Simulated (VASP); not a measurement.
Runs of VASP 6.6.1 on ZnF2. The structure is that of space group P4_2/mnm (No. 136), or close to it. The cells are those of the table. 

```csv
task,cell,k mesh,smearing,gap on the mesh (eV),pressure (GPa),largest force (eV/Å)
single point,"a = 4.661, b = 4.661, c = 3.108 Å, 6 atoms",4 × 4 × 6,gaussian 0.01 eV,3.38,(a),0.01
relaxation of cell and atoms,"relaxed from a = 4.705, b = 4.705, c = 3.134 Å, 6 atoms",6 × 6 × 8,fermi-dirac 0.08 eV,3.39,0.0,-
single point,"a = 4.600, b = 4.600, c = 3.067 Å, 6 atoms",4 × 4 × 6,gaussian 0.01 eV,3.43,(b),0.01
single point,"a = 4.631, b = 4.631, c = 3.088 Å, 6 atoms",6 × 6 × 8,fermi-dirac 0.08 eV,3.40,0.6,0.01
```

Alike in all rows: level LDA; potentials or basis VASP PAW LDA potentials, release 64 (Zn, F); no spin polarisation; cutoff (eV) 600.

Question: Estimate the missing entries.

Answer: (a) -1.9; (b) 3.5.

Caveats: the cell stands under pressure (at least some runs).

A k mesh can miss the band edges.
